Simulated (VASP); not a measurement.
# Cs2TeH6SO10 (P1) in VASP: further runs

Cs2TeH6SO10 is run at these levels: PBE+D3(BJ); tasks: single point.

Program: VASP 6.6.1. These are calculated values, not measurements. Logs are shortened: lines on timing, memory, paths and dates and some standing lists are left out, and cuts for length are marked.

### 1 The cell of the first run

The typed cell holds 20 atoms: a = 7.028 Å, b = 7.028 Å, c = 7.028 Å, α = 64.29°, β = 64.29°, γ = 64.29°.

### 2 Single point, PBE+D3(BJ)

Input file INCAR:

```
PREC     = Accurate       # precision mode
ENCUT    = 520            # plane-wave cutoff, eV
EDIFF    = 1E-7           # SCF threshold, eV
ISMEAR   = -1             # smearing method
SIGMA    = 0.05           # smearing width, eV
LREAL    = Auto         
LASPH    = True           # aspherical terms in the spheres
NELM     = 100            # most SCF steps
ALGO     = Normal         # electronic algorithm
ISIF     = 2              # what is computed and relaxed
LWAVE    = False          # write WAVECAR
LCHARG   = False          # write CHGCAR
GGA      = PE             # functional
IVDW     = 12             # dispersion correction
NBANDS   = 64             # bands
```

Input file KPOINTS:

```
regular mesh
0
Gamma
  2 2 2
```

Input file POSCAR:

```
Cs2TeH6SO10
1.0
    3.7395000000      2.1590010000      5.5456670000
   -3.7395000000      2.1590010000      5.5456670000
    0.0000000000     -4.3180030000      5.5456670000
Cs Te H S O
2 1 6 1 10
Direct
    0.2536592311      0.2948144657      0.2564971029
    0.7489354462      0.7627608239      0.7869271417
    0.0002186007      0.0575524689      0.0307845541
    1.1800612814      0.7821738633     -0.1811328895
   -0.1411255051      1.2409844026      0.7183173471
    0.7312159462     -0.1430453187      1.1931119485
    0.6816389145      0.3559804040      0.2060723780
    0.2309978552      0.8050050755      0.2496133892
    0.3050398510      0.2280776903      0.8111391550
    0.5421480169      0.5515877816      0.5206056324
    1.1144330972      0.7710984268     -0.0073264317
    0.0007669075      1.2038154434      0.7351302211
    0.6952041657      0.0459462435      1.1406070062
    0.4588345625      0.5145639380      0.3735449781
    0.7649402263      0.5951314283      0.3965249821
    0.3676272589      0.7731360168      0.5508817509
    0.5180105049      0.3995454695      0.7450213134
    0.8463866523      0.3264775735      0.1165388343
    0.0747966969      0.8442043717      0.3101026623
    0.3007418898      0.0715133834      0.8952748544
```

Potentials or basis: VASP PAW PBE potentials, release 64 (Cs_sv, Te, H, S, O).

Command:

```console
> cat potpaw_PBE.64/Cs_sv/POTCAR potpaw_PBE.64/Te/POTCAR potpaw_PBE.64/H/POTCAR potpaw_PBE.64/S/POTCAR potpaw_PBE.64/O/POTCAR > POTCAR
> mpirun -np 1 vasp_std > vasp.out
```

OUTCAR:

```text
PREC = Accurate
   ENCUT = 520
   EDIFF = 1E-7
   ISMEAR = -1
   LREAL = Auto
   LASPH = True
   NELM = 100
   ISIF = 2
   GGA = PE
   IVDW = 12
 IVDW          = 12

 ion  position               nearest neighbor table
   1  0.254  0.295  0.256-
   2  0.749  0.763  0.787-
   3  0.000  0.058  0.031-  12 1.88  11 1.91  20 1.93  18 1.94  13 1.96  19 2.01
   4  0.180  0.782  0.819-  11 1.08
   5  0.859  0.241  0.718-  12 0.96
   6  0.731  0.857  0.193-  13 1.15
   7  0.682  0.356  0.206-  18 1.03
   8  0.231  0.805  0.250-  19 0.95
   9  0.305  0.228  0.811-  20 1.01
  10  0.542  0.552  0.521-  17 1.46  15 1.52  14 1.54  16 1.54
  11  0.114  0.771  0.993-   4 1.08   3 1.91
  12  0.001  0.204  0.735-   5 0.96   3 1.88
  13  0.695  0.046  0.141-   6 1.15   3 1.96
  14  0.459  0.515  0.374-  10 1.54
  15  0.765  0.595  0.397-  10 1.52
  16  0.368  0.773  0.551-  10 1.54
  17  0.518  0.400  0.745-  10 1.46
  18  0.846  0.326  0.117-   7 1.03   3 1.94
  19  0.075  0.844  0.310-   8 0.95   3 2.01
  20  0.301  0.072  0.895-   9 1.01   3 1.93

  LATTYP: Found a trigonal (rhomboedric) cell.
 ALAT       =     7.0284826273
 COS(alpha) =     0.4338468613

  Lattice vectors:

 A1 = (   3.7395000000,   2.1590010000,   5.5456670000)
 A2 = (  -3.7395000000,   2.1590010000,   5.5456670000)
 A3 = (   0.0000000000,  -4.3180030000,   5.5456670000)

Analysis of symmetry for initial positions (statically):
=====================================================================
 Subroutine PRICEL returns:
 Original cell was already a primitive cell.

 Routine SETGRP: Setting up the symmetry group for a
 trigonal (rhombohedral) supercell.

 Subroutine GETGRP returns: Found  1 space group operations
 (whereof  1 operations were pure point group operations)
 out of a pool of 12 trial point group operations.

The static configuration has the point symmetry C_1 .

Analysis of symmetry for dynamics (positions and initial velocities):
=====================================================================
 Subroutine PRICEL returns:
 Original cell was already a primitive cell.

 Routine SETGRP: Setting up the symmetry group for a
[... 124 lines left out ...]
   NELM   =    100;   NELMIN=  2; NELMDL= -5     # of ELM steps
   EDIFF  = 0.1E-06   stopping-criterion for ELM
   LREAL  =      T    real-space projection
   EDIFFG = 0.1E-05   stopping-criterion for IOM
   NSW    =      0    number of steps for IOM
   IBRION =     -1    ionic relax: 0-MD 1-quasi-New 2-CG
   NFREE  =      0    steps in history (QN), initial steepest desc. (CG)
   ISIF   =      2    stress and relaxation
   ISYM   =      2    0-nonsym 1-usesym 2-fastsym
   POTIM  = 0.5000    time-step for ionic-motion
   TEBEG  =    0.0;   TEEND  =   0.0 temperature during run
   PSTRESS=    0.0 pullay stress
   NELECT =      96.0000    total number of electrons
   NUPDOWN=      -1.0000    fix difference up-down
   EMIN   =  10.00;   EMAX   =-10.00  energy-range for DOS
   EFERMI =   0.00;   METHOD = LEGACY
   ISMEAR =    -1;   SIGMA  =   0.05  broadening in eV -4-tet -1-fermi 0-gaus
   EFERMI_NEDOS =   21; number of points for ismear=-14 and -15
   IALGO  =     38    algorithm
   IMIX   =      4    mixing-type and parameters
     AMIX     =   0.40;   BMIX     =  1.00
     AMIX_MAG =   1.60;   BMIX_MAG =  1.00
  volume/ion in A,a.u.               =      13.43        90.64
  Fermi-wavevector in a.u.,A,eV,Ry     =   1.161738  2.195366 18.362892  1.349634
  Thomas-Fermi vector in A             =   2.298306
   LORBIT       =      0    0 simple, 1 ext, 2 COOP (PROOUT), +10 PAW based schemes
   GGA     = PE    functional components
   LHFCALC =     F    Hartree Fock is set to
   AEXX    =    0.0000 exact exchange contribution
   IVDW    =    12    specifies the selected vdW correction
   LEPSILON=     F    determine dielectric tensor
   LRPA    =     F    only Hartree local field effects (RPA)
 non-spin polarized calculation
  energy-cutoff  :      520.00
  volume of cell :      268.64
 maximum number of plane-waves:      7256
 NGX is ok and might be reduce to    54
   NGX = 27   NGY = 27   NGZ = 27

 number of electron      96.0000003 magnetization

 Free energy of the ion-electron system (eV)
  ---------------------------------------------------
  ext. energy  EPLUGINS =         0.00000000
  ---------------------------------------------------
  free energy    TOTEN  =      -102.25764613 eV

  energy without entropy =     -102.25764613  energy(sigma->0) =     -102.25764613

 E-fermi :   2.1048     XC(G=0):  -8.7000

 val. band max:        0.9029467944   @ k =   0.0000   0.0000   0.0000
 cond. band min:       3.2688523890   @ k =   0.0000   0.0000   0.0000
 fundamental gap:      2.3659055946
 Fermi energy:         2.1048404677

 k-point     1 :       0.0000    0.0000    0.0000
  band No.  band energies     occupation
      1     -21.8855      2.00000
      2     -20.3269      2.00000
      3     -18.9777      2.00000
      4     -18.8123      2.00000
      5     -18.6683      2.00000
      6     -18.3133      2.00000
[... 493 lines left out ...]
     59       8.5906      0.00000
     60       8.7544      0.00000
 [bands above 60 left out]

------------------------ aborting loop because EDIFF is reached ----------------------------------------

 Edisp (eV)   -2.18021

 E8    (eV) :    -0.8501

  FORCE on cell =-STRESS in cart. coord.  units (eV):
  Direction    XX          YY          ZZ          XY          YZ          ZX
  --------------------------------------------------------------------------------------
  -------------------------------------------------------------------------------------
  Total      -0.62479    -0.30965     5.05880    -0.54595    -0.58519     1.85972
  in kB      -3.72628    -1.84675    30.17076    -3.25603    -3.49009    11.09140
  external pressure =        8.20 kB  Pullay stress =        0.00 kB

 VOLUME and BASIS-vectors are now :
 -----------------------------------------------------------------------------
  energy-cutoff  :      520.00
  volume of cell :      268.64
      direct lattice vectors                 reciprocal lattice vectors
     3.739500000  2.159001000  5.545667000     0.133707715  0.077196185  0.060106991
    -3.739500000  2.159001000  5.545667000    -0.133707715  0.077196185  0.060106991
     0.000000000 -4.318003000  5.545667000     0.000000000 -0.154392370  0.060106978

 POSITION                                       TOTAL-FORCE (eV/Angst)
 -----------------------------------------------------------------------------------
     -0.15390      0.07660      4.46410        -0.360041     -0.295889     -0.082430
     -0.05170     -0.13420     12.74740         0.008038      0.411395     -0.152345
     -0.21440     -0.00820      0.49110         0.417383     -2.931621     -0.492483
     -2.25160     -1.45840      9.87740         0.036023     -1.313598      1.224316
      2.31060     -0.72710     10.08300        -1.082150     -0.269359     -0.616401
     -0.47020      2.59500      9.87840        -2.447585      0.787743      1.803754
[... 12 lines left out ...]
     -2.87720      0.64510      6.81620        -3.019331     -0.292421      0.149477
      0.85720     -3.06210      7.02930        -0.683418      0.663368      1.540068
 -----------------------------------------------------------------------------------
    total drift:                                0.001136      0.009509     -0.004848

  FREE ENERGIE OF THE ION-ELECTRON SYSTEM (eV)
  ---------------------------------------------------
  free  energy   TOTEN  =      -104.4378593515 eV

  energy  without entropy=     -104.4378593514  energy(sigma->0) =     -104.43785935
```

OSZICAR:

```text
N       E                     dE             d eps       ncg     rms          rms(c)
DAV:   1     0.655979794980E+03    0.65598E+03   -0.47368E+04  1024   0.135E+03
DAV:   2    -0.600193773722E+02   -0.71600E+03   -0.68845E+03  1272   0.301E+02
DAV:   3    -0.116502024169E+03   -0.56483E+02   -0.56079E+02  1224   0.914E+01
DAV:   4    -0.117318631502E+03   -0.81661E+00   -0.81289E+00  1264   0.117E+01
DAV:   5    -0.117336540490E+03   -0.17909E-01   -0.17891E-01  1216   0.163E+00    0.475E+01
DAV:   6    -0.102059929120E+03    0.15277E+02   -0.56752E+01  1216   0.318E+01    0.262E+01
DAV:   7    -0.102320939678E+03   -0.26101E+00   -0.57777E+00  1280   0.881E+00    0.963E+00
DAV:   8    -0.102254834493E+03    0.66105E-01   -0.37085E-01  1280   0.306E+00    0.294E+00
DAV:   9    -0.102252713430E+03    0.21211E-02   -0.63017E-02  1256   0.123E+00    0.629E-01
DAV:  10    -0.102256451466E+03   -0.37380E-02   -0.13113E-02  1296   0.556E-01    0.374E-01
DAV:  11    -0.102257256677E+03   -0.80521E-03   -0.19420E-03  1160   0.236E-01    0.129E-01
DAV:  12    -0.102257542587E+03   -0.28591E-03   -0.44214E-04  1208   0.104E-01    0.646E-02
DAV:  13    -0.102257622380E+03   -0.79793E-04   -0.14161E-04  1240   0.621E-02    0.244E-02
DAV:  14    -0.102257642010E+03   -0.19629E-04   -0.40023E-05  1328   0.385E-02    0.106E-02
DAV:  15    -0.102257645067E+03   -0.30569E-05   -0.95218E-06  1176   0.151E-02    0.890E-03
DAV:  16    -0.102257645663E+03   -0.59624E-06   -0.22206E-06  1240   0.726E-03    0.413E-03
DAV:  17    -0.102257646036E+03   -0.37271E-06   -0.47871E-07  1144   0.402E-03    0.115E-03
DAV:  18    -0.102257646130E+03   -0.93822E-07   -0.80467E-08   872   0.169E-03
   1 F= -.10443786E+03 E0= -.10443786E+03  d E =-.878653E-10
```

It took 8.4 min on 1 thread of Oxide Virtual Turin-like, shared host; peak memory 0.4 GiB.

Results:

- Free energy: -104.4379 eV
- Pressure: 0.8 GPa
- Largest force: 5.871 eV/Å
- Band gap on the k mesh: 2.37 eV
- Dispersion energy per atom: -0.109 eV

Forces in eV/Å, atoms in the order of the input:
```
Cs  -0.360 -0.296 -0.082
Cs   0.008  0.411 -0.152
Te   0.417 -2.932 -0.492
H    0.036 -1.314  1.224
H   -1.082 -0.269 -0.616
H   -2.448  0.788  1.804
H    0.639  0.136  0.561
H    1.841  0.226  0.906
H    0.724 -0.459 -0.145
S   -5.340  2.439 -0.011
O    0.966  2.670 -2.716
O   -0.367  1.539 -0.469
O    3.687 -1.339 -1.870
O    2.014 -0.261  0.485
O    0.048 -1.122 -0.920
O    0.756 -0.168  0.468
O    2.144 -0.772 -0.343
O    0.020  0.352  0.678
O   -3.019 -0.292  0.149
O   -0.683  0.663  1.540
```

Stress tensor (GPa, compression positive):
```
-0.37 -0.33  1.11
-0.33 -0.18 -0.35
 1.11 -0.35  3.02
```

Levels at points of the mesh, in eV from the valence-band top:
| k point | band 44 | band 45 | band 46 | band 47 | band 48 | band 49 | band 50 | band 51 | band 52 | band 53 |
| --- | --- | --- | --- | --- | --- | --- | --- | --- | --- | --- |
| (0.00, 0.00, 0.00) | -1.63 | -1.34 | -0.95 | -0.25 | 0.00 | 2.37 | 4.78 | 5.77 | 6.12 | 6.34 |
| (0.50, 0.00, 0.00) | -1.60 | -1.33 | -0.93 | -0.25 | 0.00 | 2.77 | 5.14 | 5.97 | 6.06 | 6.45 |
| (0.00, 0.50, 0.00) | -1.59 | -1.30 | -0.93 | -0.24 | -0.02 | 2.74 | 5.17 | 5.89 | 6.00 | 6.39 |
| (0.00, 0.00, 0.50) | -1.61 | -1.26 | -0.94 | -0.26 | -0.02 | 2.70 | 5.25 | 5.82 | 5.94 | 6.62 |
| (0.50, 0.50, 0.00) | -1.60 | -1.29 | -0.89 | -0.27 | 0.00 | 2.75 | 5.43 | 5.82 | 6.04 | 6.12 |
| (0.50, 0.00, 0.50) | -1.56 | -1.28 | -0.94 | -0.24 | -0.04 | 2.78 | 5.60 | 5.91 | 5.96 | 6.28 |
| (0.00, 0.50, 0.50) | -1.52 | -1.26 | -0.92 | -0.25 | -0.04 | 2.78 | 5.57 | 5.77 | 6.07 | 6.29 |
| (0.50, 0.50, 0.50) | -1.58 | -1.34 | -0.91 | -0.26 | -0.05 | 2.64 | 5.27 | 5.91 | 6.37 | 6.45 |

Caveat: the k points lie up to 0.52 Å⁻¹ apart; the atoms stand as in a frame of molecular dynamics; spin-orbit coupling is left out, which moves the levels of the heavy elements; forces of over 1 eV/Å act on the atoms, so gaps and moduli don't describe the material at rest.

### 3 Single point, PBE+D3(BJ)

Input file INCAR:

```
SYSTEM = Cs2TeH6SO10
ALGO     = Normal         ! electronic algorithm
EDIFF    = 1E-6           ! SCF threshold, eV
ENCUT    = 520            ! plane-wave cutoff, eV
GGA      = PE             ! functional
ISIF     = 2              ! what is computed and relaxed
ISMEAR   = -1             ! smearing method
IVDW     = 12             ! dispersion correction
LASPH    = .True.         ! aspherical terms in the spheres
LCHARG   = .False.        ! write CHGCAR
LREAL    = Auto         
LWAVE    = .False.        ! write WAVECAR
NBANDS   = 64             ! bands
NELM     = 60             ! most SCF steps
PREC     = Accurate       ! precision mode
SIGMA    = 0.05           ! smearing width, eV
```

Input file KPOINTS:

```
k-points
0
Gamma
  2 2 2
  0 0 0
```

Input file POSCAR:

```
Cs2TeH6SO10
1.0
    3.7395000000      2.1590010000      5.5456670000
   -3.7395000000      2.1590010000      5.5456670000
    0.0000000000     -4.3180030000      5.5456670000
Cs Te H S O
2 1 6 1 10
Direct
    0.2370191105      0.2890848947      0.2671279000
    0.7606577851      0.7668618231      0.7850426138
    0.0013216393      0.0545105683      0.0322004853
    1.2439154938      0.7877047704     -0.2276352791
   -0.1692177879      1.2812435037      0.6882266253
    0.7564539601     -0.1548978249      1.2808143713
    0.7354268630      0.3667144683      0.2049151509
    0.1753357274      0.7769937031      0.2746825773
    0.3143617912      0.2026356246      0.7566455923
    0.5214802442      0.5639190729      0.5275536425
    1.1162914571      0.7840545270     -0.0651113767
   -0.0162578622      1.1907751636      0.7112973354
    0.7300845589     -0.0092388801      1.1320062865
    0.4621584706      0.5096781925      0.3764231585
    0.7525196899      0.5839410029      0.4023202328
    0.3794035779      0.7970529963      0.5664356695
    0.5534778554      0.3696297474      0.7045595470
    0.8900897011      0.3344806624      0.1004280542
    0.0509698072      0.8901729092      0.3211040071
    0.2922872246      0.1085193412      0.9101989453
```

Potentials or basis: VASP PAW PBE potentials, release 64 (Cs_sv, Te, H, S, O).

Command:

```console
> cat potpaw_PBE.64/Cs_sv/POTCAR potpaw_PBE.64/Te/POTCAR potpaw_PBE.64/H/POTCAR potpaw_PBE.64/S/POTCAR potpaw_PBE.64/O/POTCAR > POTCAR
> mpirun -np 1 vasp_std > vasp.out
```

Run time: 5.5 min. Hardware: 1 thread of Oxide Virtual Turin-like, shared host; peak memory 0.4 GiB.

It converged, with:

| Item | Value |
| --- | --- |
| Free energy | -104.4979 eV |
| Pressure | 0.9 GPa |
| Largest force | 6.117 eV/Å |
| Band gap on the k mesh | 2.44 eV (least direct gap 2.50 eV) |
| Dispersion energy per atom | -0.109 eV |

Forces in eV/Å, atoms in the order of the input:
```
Cs   0.150  0.493  0.138
Cs  -0.229  0.021  0.284
Te   0.371  2.862 -3.129
H   -0.858 -1.068  0.396
H    1.055 -0.428  0.841
H   -1.241  1.500 -1.619
H    0.176  0.075  0.085
H    3.063 -0.174  0.093
H   -0.199  0.136  0.041
S   -1.135  6.011 -0.070
O    0.611 -0.142  1.510
O   -1.329 -0.753  0.778
O    0.332 -2.628  1.209
O   -1.371 -0.233  0.340
O   -0.774  0.677  0.903
O    2.381 -0.445 -1.782
O    1.109 -4.901  0.818
O   -0.160 -0.491 -0.701
O   -2.128  0.150  0.209
O    0.177 -0.661 -0.344
```

Stress tensor (GPa, compression positive):
```
 1.04 -0.66  2.91
-0.66  4.96  1.32
 2.91  1.32 -3.37
```

Levels at points of the mesh, in eV from the valence-band top:
| k point | band 46 | band 47 | band 48 | band 49 | band 50 | band 51 |
| --- | --- | --- | --- | --- | --- | --- |
| (0.00, 0.00, 0.00) | -0.27 | -0.23 | -0.07 | 2.44 | 5.04 | 5.85 |
| (0.50, 0.00, 0.00) | -0.41 | -0.24 | -0.01 | 2.76 | 5.28 | 6.25 |
| (0.00, 0.50, 0.00) | -0.33 | -0.17 | -0.09 | 2.76 | 5.39 | 6.10 |
| (0.00, 0.00, 0.50) | -0.39 | -0.17 | -0.08 | 2.77 | 5.32 | 5.94 |
| (0.50, 0.50, 0.00) | -0.39 | -0.15 | -0.09 | 2.81 | 5.80 | 6.01 |
| (0.50, 0.00, 0.50) | -0.31 | -0.19 | -0.12 | 2.80 | 5.68 | 5.75 |
| (0.00, 0.50, 0.50) | -0.36 | -0.18 | -0.03 | 2.78 | 5.69 | 5.80 |
| (0.50, 0.50, 0.50) | -0.31 | -0.25 | 0.00 | 2.76 | 5.49 | 5.86 |

Caveat: the k points lie up to 0.52 Å⁻¹ apart; the atoms stand as in a frame of molecular dynamics; spin-orbit coupling is left out, which moves the levels of the heavy elements; forces of over 1 eV/Å act on the atoms, so gaps and moduli don't describe the material at rest. A k mesh can miss the band edges.
